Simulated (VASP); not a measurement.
# CuI (F-43m) in VASP: a series of runs, part 2 of 2

VASP 6.6.1. Earlier steps stand in the parts before.

## (3) Single point, r2SCAN (24.86 Å³/atom)

This run uses another cell than the first one, of 24.86 Å³/atom.

Contents of POSCAR:

```
CuI
1.0
    0.0000000000      2.9185273325      2.9185273325
    2.9185273325      0.0000000000      2.9185273325
    2.9185273325      2.9185273325      0.0000000000
Cu I
1 1
Direct
    0.2500000000      0.2500000000      0.2500000000
    0.0000000000      0.0000000000      0.0000000000
```

Contents of INCAR.step1:

```
SYSTEM = CuI
PREC = Accurate ; ENCUT = 520
ISMEAR = 0 ; SIGMA = 0.02
LREAL = .FALSE. ; LASPH = .TRUE.
NELM = 100 ; NBANDS = 16
GGA = PE ; ALGO = Normal
EDIFF = 1E-4 ; LWAVE = .TRUE.
LCHARG = .FALSE.
```

Contents of INCAR.step2:

```
SYSTEM = CuI
PREC = Accurate ; ENCUT = 520
EDIFF = 1E-6 ; ISMEAR = 0
SIGMA = 0.02 ; LREAL = .FALSE.
LASPH = .TRUE. ; NELM = 100
ALGO = Normal ; ISIF = 2
LWAVE = .FALSE. ; LCHARG = .FALSE.
METAGGA = R2SCAN ; LMIXTAU = .TRUE.
NBANDS = 16 ; ISTART = 1
```

Contents of KPOINTS:

```
Automatic mesh
0
G
  8 8 8
  0 0 0
```

Potentials or basis: VASP PAW PBE potentials, release 64 (Cu, I).

Command:

```console
$ cat potpaw_PBE.64/Cu/POTCAR potpaw_PBE.64/I/POTCAR > POTCAR
$ cp INCAR.step1 INCAR
$ mpirun -np 1 vasp_std > vasp.out
$ cp INCAR.step2 INCAR
$ mpirun -np 1 vasp_std > vasp.out
```

OUTCAR:

```text
SYSTEM = CuI
   PREC = Accurate
   ENCUT = 520
   EDIFF = 1E-6
   ISMEAR = 0
   LREAL = .FALSE.
   LASPH = .TRUE.
   NELM = 100
   ISIF = 2
   METAGGA = R2SCAN
   ISTART = 1

 ion  position               nearest neighbor table
   1  0.250  0.250  0.250-   2 2.53   2 2.53   2 2.53   2 2.53
   2  0.000  0.000  0.000-   1 2.53   1 2.53   1 2.53   1 2.53

  LATTYP: Found a face centered cubic cell.
 ALAT       =     5.8370546650

  Lattice vectors:

[... 641 lines left out ...]
 [... further k-points ...]

------------------------ aborting loop because EDIFF is reached ----------------------------------------

  FORCE on cell =-STRESS in cart. coord.  units (eV):
  Direction    XX          YY          ZZ          XY          YZ          ZX
  --------------------------------------------------------------------------------------
  -------------------------------------------------------------------------------------
  Total        1.6085827      1.6085827      1.6085827      0.0000000     -0.0000000      0.0000000
  in kB       51.8361451     51.8361451     51.8361451      0.0000000     -0.0000000      0.0000000
  external PRESSURE =      51.8361451 kB  Pullay stress =       0.0000000 kB

 VOLUME and BASIS-vectors are now :
 -----------------------------------------------------------------------------
  energy-cutoff  :      520.00
  volume of cell :       49.72
      direct lattice vectors                 reciprocal lattice vectors
     0.000000000  2.918527333  2.918527333    -0.171319280  0.171319280  0.171319280
     2.918527333  0.000000000  2.918527333     0.171319280 -0.171319280  0.171319280
     2.918527333  2.918527333  0.000000000     0.171319280  0.171319280 -0.171319280

 POSITION                                       TOTAL-FORCE (eV/Angst)
 -----------------------------------------------------------------------------------
      1.45926      1.45926      1.45926         0.000000      0.000000      0.000000
      0.00000      0.00000      0.00000        -0.000000     -0.000000     -0.000000
 -----------------------------------------------------------------------------------
    total drift:                               -0.000023     -0.000023     -0.000023

  FREE ENERGIE OF THE ION-ELECTRON SYSTEM (eV)
  ---------------------------------------------------
  free  energy   TOTEN  =       -35.7222429309 eV

  energy  without entropy=      -35.7222429309  energy(sigma->0) =      -35.72224293
```

OSZICAR.step1:

```text
N       E                     dE             d eps       ncg     rms          rms(c)
DAV:   1     0.937942449084E+02    0.93794E+02   -0.75365E+03   928   0.123E+03
DAV:   2     0.307933512444E+00   -0.93486E+02   -0.85532E+02   984   0.236E+02
DAV:   3    -0.558145665609E+01   -0.58894E+01   -0.58124E+01  1240   0.629E+01
DAV:   4    -0.573100853057E+01   -0.14955E+00   -0.14949E+00  1120   0.922E+00
DAV:   5    -0.573857097322E+01   -0.75624E-02   -0.75623E-02  1464   0.228E+00    0.629E+00
DAV:   6    -0.564362181124E+01    0.94949E-01   -0.34166E+00   984   0.529E+01    0.400E+00
DAV:   7    -0.544634257985E+01    0.19728E+00   -0.83134E-01   992   0.318E+01    0.201E+00
DAV:   8    -0.544676950616E+01   -0.42693E-03   -0.43956E-02  1464   0.300E+00    0.544E-01
DAV:   9    -0.544355070402E+01    0.32188E-02   -0.11510E-02  1160   0.333E+00    0.157E-01
DAV:  10    -0.544373188190E+01   -0.18118E-03   -0.69690E-04  1168   0.210E-01    0.642E-02
DAV:  11    -0.544374647074E+01   -0.14589E-04   -0.26244E-04  1128   0.487E-01
   1 F= -.54437465E+01 E0= -.54437465E+01  d E =-.754377E-23
```

Wall time 1.8 min (1 thread of Intel Xeon 8259CL, shared host); peak memory 0.2 GiB.

What came out:

- Free energy: -35.7222 eV
- Pressure: 5.2 GPa
- Band gap on the k mesh: 1.98 eV

Caveat: the cell stands under pressure; the PAW data sets were made with another functional, which shifts forces and pressure a little; spin-orbit coupling is left out, which moves the levels of the heavy elements. r2SCAN opens gaps a little over a GGA but as a rule still falls short of measured ones.

## (4) Single point, r2SCAN (25.68 Å³/atom)

This run uses another cell than the first one, of 25.68 Å³/atom.

Contents of POSCAR:

```
CuI
1.0
    0.0000000000      2.9502529412      2.9502529412
    2.9502529412      0.0000000000      2.9502529412
    2.9502529412      2.9502529412      0.0000000000
Cu I
1 1
Direct
    0.2500000000      0.2500000000      0.2500000000
    0.0000000000      0.0000000000      0.0000000000
```

Contents of INCAR.step1:

```
SYSTEM = CuI
ALGO = Normal
EDIFF = 1E-4
ENCUT = 520
GGA = PE
ISMEAR = 0
LASPH = .True.
LCHARG = .False.
LREAL = .False.
LWAVE = .True.
NBANDS = 16
NELM = 100
PREC = Accurate
SIGMA = 0.02
```

Contents of INCAR.step2:

```
SYSTEM = CuI
ALGO = Normal
EDIFF = 1E-6
ENCUT = 520
ISIF = 2
ISMEAR = 0
ISTART = 1
LASPH = .True.
LCHARG = .False.
LMIXTAU = .True.
LREAL = .False.
LWAVE = .False.
METAGGA = R2SCAN
NBANDS = 16
NELM = 100
PREC = Accurate
SIGMA = 0.02
```

Contents of KPOINTS:

```
k-points
0
Gamma
  8 8 8
  0 0 0
```

Potentials or basis: VASP PAW PBE potentials, release 64 (Cu, I).

Command:

```console
$ cat potpaw_PBE.64/Cu/POTCAR potpaw_PBE.64/I/POTCAR > POTCAR
$ cp INCAR.step1 INCAR
$ mpirun -np 1 vasp_std > vasp.out
$ cp INCAR.step2 INCAR
$ mpirun -np 1 vasp_std > vasp.out
```

OUTCAR:

```text
SYSTEM = CuI
   EDIFF = 1E-6
   ENCUT = 520
   ISIF = 2
   ISMEAR = 0
   ISTART = 1
   LASPH = .True.
   LREAL = .False.
   METAGGA = R2SCAN
   NELM = 100
   PREC = Accurate

 ion  position               nearest neighbor table
   1  0.250  0.250  0.250-   2 2.55   2 2.55   2 2.55   2 2.55
   2  0.000  0.000  0.000-   1 2.55   1 2.55   1 2.55   1 2.55

  LATTYP: Found a face centered cubic cell.
 ALAT       =     5.9005058824

  Lattice vectors:

 A1 = (   0.0000000000,   2.9502529412,   2.9502529412)
 A2 = (   2.9502529412,   0.0000000000,   2.9502529412)
 A3 = (   2.9502529412,   2.9502529412,   0.0000000000)

Analysis of symmetry for initial positions (statically):
=====================================================================
 Subroutine PRICEL returns:
 Original cell was already a primitive cell.

 Routine SETGRP: Setting up the symmetry group for a
 face centered cubic supercell.

 Subroutine GETGRP returns: Found 24 space group operations
 (whereof 24 operations were pure point group operations)
 out of a pool of 48 trial point group operations.

The static configuration has the point symmetry T_d .

Analysis of symmetry for dynamics (positions and initial velocities):
=====================================================================
 Subroutine PRICEL returns:
 Original cell was already a primitive cell.

 Routine SETGRP: Setting up the symmetry group for a
 face centered cubic supercell.

 Subroutine GETGRP returns: Found 24 space group operations
 (whereof 24 operations were pure point group operations)
 out of a pool of 48 trial point group operations.

The dynamic configuration has the point symmetry T_d .

 Subroutine INISYM returns: Found 24 space group operations
 (whereof 24 operations are pure point group operations),
 and found     1 'primitive' translations

----------------------------------------------------------------------------------------

[... 111 lines left out ...]
     AMIX     =   0.40;   BMIX     =  1.00
     AMIX_MAG =   1.60;   BMIX_MAG =  1.00
  volume/ion in A,a.u.               =      25.68       173.29
  Fermi-wavevector in a.u.,A,eV,Ry     =   1.154241  2.181199 18.126658  1.332272
  Thomas-Fermi vector in A             =   2.290879
   LORBIT       =      0    0 simple, 1 ext, 2 COOP (PROOUT), +10 PAW based schemes
   METAGGA = R2SCAN    functional components
   LHFCALC =     F    Hartree Fock is set to
   AEXX    =    0.0000 exact exchange contribution
   IVDW    =     0    specifies the selected vdW correction
   LEPSILON=     F    determine dielectric tensor
   LRPA    =     F    only Hartree local field effects (RPA)
 non-spin polarized calculation
 Gauss-broadening in eV      SIGMA  =   0.02
  energy-cutoff  :      520.00
  volume of cell :       51.36
 maximum number of plane-waves:      1411
   NGX = 15   NGY = 15   NGZ = 15

 number of electron      17.9999987 magnetization

 Free energy of the ion-electron system (eV)
  ---------------------------------------------------
  ext. energy  EPLUGINS =         0.00000000
  ---------------------------------------------------
  free energy    TOTEN  =       -35.76498576 eV

  energy without entropy =      -35.76498576  energy(sigma->0) =      -35.76498576

 E-fermi :   5.2984     XC(G=0):  -9.8575

 val. band max:        5.1832118130   @ k =   0.0000   0.0000   0.0000
 cond. band min:       7.0516918717   @ k =   0.0000   0.0000   0.0000
 fundamental gap:      1.8684800588
 Fermi energy:         5.2983837312

 k-point     1 :       0.0000    0.0000    0.0000
  band No.  band energies     occupation
      1      -9.8129      2.00000
      2       0.9861      2.00000
      3       0.9862      2.00000
      4       0.9862      2.00000
      5       2.9791      2.00000
      6       2.9791      2.00000
[... 433 lines left out ...]
      3       0.4026      2.00000
      4       0.9766      2.00000
      5       2.8933      2.00000
      6       2.9890      2.00000
[... 8 lines left out ...]
     15      16.6032      0.00000
     16      17.3968      0.00000

 [... further k-points ...]

------------------------ aborting loop because EDIFF is reached ----------------------------------------

  FORCE on cell =-STRESS in cart. coord.  units (eV):
  Direction    XX          YY          ZZ          XY          YZ          ZX
  --------------------------------------------------------------------------------------
  -------------------------------------------------------------------------------------
  Total        0.9957736      0.9957736      0.9957736      0.0000000      0.0000000      0.0000000
  in kB       31.0644335     31.0644335     31.0644335      0.0000000      0.0000000      0.0000000
  external PRESSURE =      31.0644335 kB  Pullay stress =       0.0000000 kB

 VOLUME and BASIS-vectors are now :
 -----------------------------------------------------------------------------
  energy-cutoff  :      520.00
  volume of cell :       51.36
      direct lattice vectors                 reciprocal lattice vectors
     0.000000000  2.950252941  2.950252941    -0.169476994  0.169476994  0.169476994
     2.950252941  0.000000000  2.950252941     0.169476994 -0.169476994  0.169476994
     2.950252941  2.950252941  0.000000000     0.169476994  0.169476994 -0.169476994

 POSITION                                       TOTAL-FORCE (eV/Angst)
 -----------------------------------------------------------------------------------
      1.47513      1.47513      1.47513         0.000000      0.000000      0.000000
      0.00000      0.00000      0.00000        -0.000000     -0.000000     -0.000000
 -----------------------------------------------------------------------------------
    total drift:                               -0.000017     -0.000017     -0.000017

  FREE ENERGIE OF THE ION-ELECTRON SYSTEM (eV)
  ---------------------------------------------------
  free  energy   TOTEN  =       -35.7649857609 eV

  energy  without entropy=      -35.7649857609  energy(sigma->0) =      -35.76498576
```

OUTCAR.step1:

```text
SYSTEM = CuI
   EDIFF = 1E-4
   ENCUT = 520
   GGA = PE
   ISMEAR = 0
   LASPH = .True.
   LREAL = .False.
[... 676 lines left out ...]
      1.47513      1.47513      1.47513        -0.000000     -0.000000      0.000000
      0.00000      0.00000      0.00000         0.000000      0.000000     -0.000000
 -----------------------------------------------------------------------------------
    total drift:                                0.000000      0.000000      0.000000

  FREE ENERGIE OF THE ION-ELECTRON SYSTEM (eV)
  ---------------------------------------------------
  free  energy   TOTEN  =        -5.5002104407 eV

  energy  without entropy=       -5.5002104407  energy(sigma->0) =       -5.50021044
```

Wall time 1.9 min (1 thread of Intel Xeon 8259CL, shared host); peak memory 0.2 GiB.

Results:

```
Free energy            : -35.7650 eV
Pressure               : 3.1 GPa
Band gap on the k mesh : 1.87 eV
```

Levels at points of the mesh, in eV from the valence-band top:
```csv
k point,band 5,band 6,band 7,band 8,band 9,band 10,band 11,band 12,band 13,band 14
"(0.00, 0.00, 0.00)",-2.20,-2.20,0.00,0.00,0.00,1.87,5.14,5.14,5.14,8.79
"(0.50, 0.00, 0.00)",-2.17,-2.17,-2.13,-0.86,-0.86,2.62,5.68,5.68,7.85,10.10
"(0.50, 0.50, 0.00)",-2.26,-2.11,-2.10,-1.81,-1.81,2.78,3.12,10.44,10.85,10.85
```

Caveat: the cell stands under pressure; the PAW data sets were made with another functional, which shifts forces and pressure a little; spin-orbit coupling is left out, which moves the levels of the heavy elements. r2SCAN opens gaps a little over a GGA but as a rule still falls short of measured ones.

## (5) Overview

| cell | gap on the mesh (eV) | pressure (GPa) |
| --- | --- | --- |
| a = 4.082 Å, angles 60.0°, 2 atoms | 2.10 | 7.7 |
| a = 4.127 Å, angles 60.0°, 2 atoms | 1.98 | 5.2 |
| a = 4.172 Å, angles 60.0°, 2 atoms | 1.87 | 3.1 |

Alike in all rows: task single point; level r2SCAN; potentials or basis VASP PAW PBE potentials, release 64 (Cu, I); no spin polarisation; k mesh 8 × 8 × 8; cutoff (eV) 520; smearing gaussian 0.02 eV.

Caveats: the cell stands under pressure; the PAW data sets were made with another functional, which shifts forces and pressure a little; spin-orbit coupling is left out, which moves the levels of the heavy elements.

Absolute energies hang on the potentials; compare differences alone.
